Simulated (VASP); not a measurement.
# WS2 (P6_3/mmc) in VASP: single point with r2SCAN

Aim: the single point of WS2 with r2SCAN.

All numbers are computed with VASP 6.6.1; they aren't measurements. Logs are shortened: lines on timing, memory, paths and dates and some standing lists are left out, and cuts for length are marked.

**1. The cell of the first run**

The structure is hexagonal, space group P6_3/mmc (No. 194). Conventional cell: a = 3.182 Å, b = 3.182 Å, c = 13.071 Å, α = 90.00°, β = 90.00°, γ = 120.00°. Within 3.2 Å of W (site symmetry -6m2) lie 6 S at 2.41 Å and 6 W at 3.18 Å. S (site symmetry 3m) has 3 W at 2.41 Å and 7 S at 3.12 to 3.18 Å within 3.2 Å.

**2. Single point, r2SCAN**

The input, POSCAR:

```
WS2
1.0
    3.1816089396      0.0000000000      0.0000000000
   -1.5908044698      2.7553541665      0.0000000000
    0.0000000000      0.0000000000     13.0705281003
W S
2 4
Direct
    0.3333333333      0.6666666667      0.2500000000
    0.6666666667      0.3333333333      0.7500000000
    0.3333333333      0.6666666667      0.6306862809
    0.6666666667      0.3333333333      0.1306862809
    0.3333333333      0.6666666667      0.8693137191
    0.6666666667      0.3333333333      0.3693137191
```

The input, INCAR.step1:

```
PREC     = Accurate       # precision mode
ENCUT    = 520            # plane-wave cutoff, eV
ISMEAR   = 0              # smearing method
SIGMA    = 0.01           # smearing width, eV
LREAL    = F              # projectors in reciprocal space
LASPH    = T              # aspherical terms in the spheres
NELM     = 60             # most SCF steps
NBANDS   = 35             # bands
GGA      = PE             # functional
ALGO     = Normal         # electronic algorithm
EDIFF    = 1E-4           # SCF threshold, eV
LWAVE    = T              # write WAVECAR
LCHARG   = F              # write CHGCAR
```

The input, INCAR.step2:

```
PREC     = Accurate       # precision mode
ENCUT    = 520            # plane-wave cutoff, eV
EDIFF    = 1E-7           # SCF threshold, eV
ISMEAR   = 0              # smearing method
SIGMA    = 0.01           # smearing width, eV
LREAL    = F              # projectors in reciprocal space
LASPH    = T              # aspherical terms in the spheres
NELM     = 60             # most SCF steps
ALGO     = Normal         # electronic algorithm
ISIF     = 2              # what is computed and relaxed
LWAVE    = F              # write WAVECAR
LCHARG   = F              # write CHGCAR
METAGGA  = R2SCAN         # meta-GGA
LMIXTAU  = T            
NBANDS   = 35             # bands
ISTART   = 1
```

The input, KPOINTS:

```
Automatic mesh
0
Gamma
  12 12 4
```

Potentials or basis: VASP PAW PBE potentials, release 64 (W_sv, S).

Started as:

```bash
$ cat potpaw_PBE.64/W_sv/POTCAR potpaw_PBE.64/S/POTCAR > POTCAR
$ cp INCAR.step1 INCAR
$ mpirun -np 1 vasp_std > vasp.out
$ cp INCAR.step2 INCAR
$ mpirun -np 1 vasp_std > vasp.out
```

OUTCAR:

```text
PREC = Accurate
   ENCUT = 520
   EDIFF = 1E-7
   ISMEAR = 0
   LREAL = F
   LASPH = T
   NELM = 60
   ISIF = 2
   METAGGA = R2SCAN
   ISTART = 1

 ion  position               nearest neighbor table
   1  0.333  0.667  0.250-   4 2.41   6 2.41   4 2.41   6 2.41   4 2.41   6 2.41
   2  0.667  0.333  0.750-   3 2.41   5 2.41   3 2.41   5 2.41   3 2.41   5 2.41
   3  0.333  0.667  0.631-   2 2.41   2 2.41   2 2.41
   4  0.667  0.333  0.131-   1 2.41   1 2.41   1 2.41
   5  0.333  0.667  0.869-   2 2.41   2 2.41   2 2.41
   6  0.667  0.333  0.369-   1 2.41   1 2.41   1 2.41

  LATTYP: Found a hexagonal cell.
 ALAT       =     3.1816089396
 C/A-ratio  =     4.1081504196

  Lattice vectors:

 A1 = (   3.1816089396,   0.0000000000,   0.0000000000)
 A2 = (  -1.5908044698,   2.7553541665,   0.0000000000)
 A3 = (   0.0000000000,   0.0000000000,  13.0705281003)

Analysis of symmetry for initial positions (statically):
=====================================================================
 Subroutine PRICEL returns:
 Original cell was already a primitive cell.

 Routine SETGRP: Setting up the symmetry group for a
 hexagonal supercell.

 Subroutine GETGRP returns: Found 24 space group operations
 (whereof 12 operations were pure point group operations)
 out of a pool of 24 trial point group operations.

The static configuration has the point symmetry D_3d.
 The point group associated with its full space group is D_6h.

Analysis of symmetry for dynamics (positions and initial velocities):
=====================================================================
 Subroutine PRICEL returns:
 Original cell was already a primitive cell.

 Routine SETGRP: Setting up the symmetry group for a
 hexagonal supercell.

 Subroutine GETGRP returns: Found 24 space group operations
 (whereof 12 operations were pure point group operations)
 out of a pool of 24 trial point group operations.

The dynamic configuration has the point symmetry D_3d.
 The point group associated with its full space group is D_6h.

 Subroutine INISYM returns: Found 24 space group operations
 (whereof 12 operations are pure point group operations),
 and found     1 'primitive' translations

----------------------------------------------------------------------------------------

                                     Primitive cell

  volume of cell :     114.5823

  direct lattice vectors                    reciprocal lattice vectors
     3.181608940  0.000000000  0.000000000     0.314306384  0.181464875  0.000000000
    -1.590804470  2.755354167  0.000000000     0.000000000  0.362929750  0.000000000
     0.000000000  0.000000000 13.070528100     0.000000000  0.000000000  0.076508003

  length of vectors
     3.181608940  3.181608940 13.070528100     0.362929750  0.362929750  0.076508003

  position of ions in fractional coordinates (direct lattice)
     0.333333333  0.666666667  0.250000000
     0.666666667  0.333333333  0.750000000
     0.333333333  0.666666667  0.630686281
     0.666666667  0.333333333  0.130686281
     0.333333333  0.666666667  0.869313719
     0.666666667  0.333333333  0.369313719

  ion indices of the primitive-cell ions
   primitive index   ion index
                 1           1
                 2           2
                 3           3
                 4           4
                 5           5
                 6           6

----------------------------------------------------------------------------------------

 KPOINTS: Automatic mesh

Automatic generation of k-mesh.
 Grid dimensions read from file:
 generate k-points for:   12   12    4

 Generating k-lattice:

  Cartesian coordinates                     Fractional coordinates (reciprocal lattice)
     0.026192199  0.015122073  0.000000000     0.083333333  0.000000000  0.000000000
     0.000000000  0.030244146  0.000000000     0.000000000  0.083333333  0.000000000
     0.000000000  0.000000000  0.019127001     0.000000000  0.000000000  0.250000000

  Length of vectors
     0.030244146  0.030244146  0.019127001

  Shift w.r.t. Gamma in fractional coordinates (k-lattice)
     0.000000000  0.000000000  0.000000000

 Subroutine IBZKPT returns following result:
 ===========================================

 Found     57 irreducible k-points:

 Following reciprocal coordinates:
            Coordinates               Weight
  0.000000  0.000000  0.000000      1.000000
  0.083333  0.000000  0.000000      6.000000
  0.166667 -0.000000  0.000000      6.000000
  0.250000  0.000000  0.000000      6.000000
  0.333333  0.000000  0.000000      6.000000
  0.416667 -0.000000  0.000000      6.000000
[... 16 lines left out ...]
  0.250000  0.000000  0.250000     12.000000
  0.333333  0.000000  0.250000     12.000000
 [... further k-points ...]
   k-points           NKPTS =     57   k-points in BZ     NKDIM =     57   number of bands    NBANDS=     35
   number of dos      NEDOS =    301   number of ions     NIONS =      6
   total plane-waves  NPLWV =  56448
   dimension x,y,z NGX =    24 NGY =   24 NGZ =   98
   dimension x,y,z NGXF=    48 NGYF=   48 NGZF=  196
   ions per type =               2   4
   NGX,Y,Z   is equivalent  to a cutoff of  12.54, 12.54, 12.46 a.u.
   NGXF,Y,Z  is equivalent  to a cutoff of  25.08, 25.08, 24.93 a.u.
 SYSTEM =  unknown system
   PREC   = accura    normal or accurate (medium, high low for compatibility)
   ISTART =      1    job   : 0-new  1-cont  2-samecut
   ICHARG =      0    charge: 1-file 2-atom 10-const
   ISPIN  =      1    spin polarized calculation?
   LNONCOLLINEAR =      F non collinear calculations
   LSORBIT =      F    spin-orbit coupling
   LASPH  =      T    aspherical Exc in radial PAW
   ENCUT  =  520.0 eV  38.22 Ry    6.18 a.u.   5.92  5.92 24.30*2*pi/ulx,y,z
   NELM   =     60;   NELMIN=  2; NELMDL=  0     # of ELM steps
   EDIFF  = 0.1E-06   stopping-criterion for ELM
   LREAL  =      F    real-space projection
   EDIFFG = 0.1E-05   stopping-criterion for IOM
   NSW    =      0    number of steps for IOM
   IBRION =     -1    ionic relax: 0-MD 1-quasi-New 2-CG
   NFREE  =      0    steps in history (QN), initial steepest desc. (CG)
   ISIF   =      2    stress and relaxation
   ISYM   =      2    0-nonsym 1-usesym 2-fastsym
   POTIM  = 0.5000    time-step for ionic-motion
   TEBEG  =    0.0;   TEEND  =   0.0 temperature during run
   PSTRESS=    0.0 pullay stress
   NELECT =      52.0000    total number of electrons
   NUPDOWN=      -1.0000    fix difference up-down
   EMIN   =  10.00;   EMAX   =-10.00  energy-range for DOS
   EFERMI =   0.00;   METHOD = LEGACY
   ISMEAR =     0;   SIGMA  =   0.01  broadening in eV -4-tet -1-fermi 0-gaus
   EFERMI_NEDOS =   21; number of points for ismear=-14 and -15
   IALGO  =     38    algorithm
   IMIX   =      4    mixing-type and parameters
     AMIX     =   0.40;   BMIX     =  1.00
     AMIX_MAG =   1.60;   BMIX_MAG =  1.00
  volume/ion in A,a.u.               =      19.10       128.87
  Fermi-wavevector in a.u.,A,eV,Ry     =   1.258066  2.377400 21.534356  1.582731
  Thomas-Fermi vector in A             =   2.391694
   LORBIT       =      0    0 simple, 1 ext, 2 COOP (PROOUT), +10 PAW based schemes
   METAGGA = R2SCAN    functional components
   LHFCALC =     F    Hartree Fock is set to
   AEXX    =    0.0000 exact exchange contribution
   IVDW    =     0    specifies the selected vdW correction
   LEPSILON=     F    determine dielectric tensor
   LRPA    =     F    only Hartree local field effects (RPA)
 non-spin polarized calculation
 Gauss-broadening in eV      SIGMA  =   0.01
  energy-cutoff  :      520.00
  volume of cell :      114.58
 maximum number of plane-waves:      3117
 NGX is ok and might be reduce to    24
   NGX = 11   NGY = 11   NGZ = 49

 number of electron      52.0000000 magnetization

 Free energy of the ion-electron system (eV)
  ---------------------------------------------------
  ext. energy  EPLUGINS =         0.00000000
  ---------------------------------------------------
  free energy    TOTEN  =      -140.16637834 eV

  energy without entropy =     -140.16637834  energy(sigma->0) =     -140.16637834

 E-fermi :   6.4520     XC(G=0): -11.1288

 val. band max:        6.3006727532   @ k =   0.0000   0.0000   0.0000
 cond. band min:       7.6820087302   @ k =   0.1667   0.1667   0.0000
 fundamental gap:      1.3813359770
 Fermi energy:         6.4520285689

 k-point     1 :       0.0000    0.0000    0.0000
  band No.  band energies     occupation
      1     -70.1846      2.00000
      2     -70.1845      2.00000
      3     -33.7725      2.00000
      4     -33.7724      2.00000
      5     -33.6184      2.00000
      6     -33.6184      2.00000
[... 27 lines left out ...]
     34       9.0520      0.00000
     35      11.5332      0.00000

 k-point     2 :       0.0833    0.0000    0.0000
  band No.  band energies     occupation
      1     -70.1833      2.00000
      2     -70.1832      2.00000
      3     -33.7680      2.00000
      4     -33.7679      2.00000
      5     -33.6429      2.00000
      6     -33.6429      2.00000
[... 27 lines left out ...]
     34       9.0886      0.00000
     35      12.0654      0.00000

 k-point     3 :       0.1667   -0.0000    0.0000
  band No.  band energies     occupation
      1     -70.1797      2.00000
      2     -70.1797      2.00000
      3     -33.7556      2.00000
      4     -33.7556      2.00000
      5     -33.7094      2.00000
      6     -33.7094      2.00000
[... 27 lines left out ...]
     34       9.6195      0.00000
     35      13.1164      0.00000
[... 723 lines left out ...]
 k-point    23 :       0.2500    0.0000    0.2500
  band No.  band energies     occupation
      1     -70.1750      2.00000
      2     -70.1749      2.00000
      3     -33.7991      2.00000
      4     -33.7991      2.00000
      5     -33.7387      2.00000
      6     -33.7387      2.00000
[... 27 lines left out ...]
     34      10.1641      0.00000
     35      13.5319      0.00000

 k-point    24 :       0.3333    0.0000    0.2500
  band No.  band energies     occupation
      1     -70.1702      2.00000
      2     -70.1702      2.00000
      3     -33.8874      2.00000
      4     -33.8874      2.00000
      5     -33.7218      2.00000
      6     -33.7218      2.00000
[... 27 lines left out ...]
     34      10.5736      0.00000
     35      12.7603      0.00000

 [... further k-points ...]

------------------------ aborting loop because EDIFF is reached ----------------------------------------

  FORCE on cell =-STRESS in cart. coord.  units (eV):
  Direction    XX          YY          ZZ          XY          YZ          ZX
  --------------------------------------------------------------------------------------
  -------------------------------------------------------------------------------------
  Total        0.1451724      0.1451724      0.0834306      0.0000000      0.0000000      0.0000000
  in kB        2.0299119      2.0299119      1.1665909      0.0000000      0.0000000      0.0000000
  external PRESSURE =       1.7421382 kB  Pullay stress =       0.0000000 kB

 VOLUME and BASIS-vectors are now :
 -----------------------------------------------------------------------------
  energy-cutoff  :      520.00
  volume of cell :      114.58
      direct lattice vectors                 reciprocal lattice vectors
     3.181608940  0.000000000  0.000000000     0.314306384  0.181464875  0.000000000
    -1.590804470  2.755354167  0.000000000     0.000000000  0.362929750  0.000000000
     0.000000000  0.000000000 13.070528100     0.000000000  0.000000000  0.076508003

 POSITION                                       TOTAL-FORCE (eV/Angst)
 -----------------------------------------------------------------------------------
     -0.00000      1.83690      3.26763        -0.000000      0.000000      0.000000
      1.59080      0.91845      9.80290         0.000000      0.000000      0.000000
     -0.00000      1.83690      8.24340         0.000000     -0.000000     -0.021462
      1.59080      0.91845      1.70814        -0.000000      0.000000     -0.021462
     -0.00000      1.83690     11.36239         0.000000     -0.000000      0.021462
      1.59080      0.91845      4.82713        -0.000000      0.000000      0.021462
 -----------------------------------------------------------------------------------
    total drift:                               -0.000000      0.000000     -0.000000

  FREE ENERGIE OF THE ION-ELECTRON SYSTEM (eV)
  ---------------------------------------------------
  free  energy   TOTEN  =      -140.1663783434 eV

  energy  without entropy=     -140.1663783434  energy(sigma->0) =     -140.16637834
```

It took 12 min on 1 thread of Intel Xeon 8259CL, shared host; peak memory 0.36 GiB.

What came out:

```yaml
Free_energy: -140.1664 eV
Pressure: 0.2 GPa
Largest_force: 0.021 eV/Å
Band_gap_on_the_k_mesh: 1.38 eV (least direct gap 1.88 eV)
```

Forces on the atoms (eV/Å):
```
W    0.000  0.000  0.000
W    0.000  0.000  0.000
S    0.000  0.000 -0.021
S    0.000  0.000 -0.021
S    0.000  0.000  0.021
S    0.000  0.000  0.021
```

Caveat: the PAW data sets were made with another functional, which shifts forces and pressure a little; spin-orbit coupling is left out, which moves the levels of the heavy elements. A k mesh can miss the band edges.
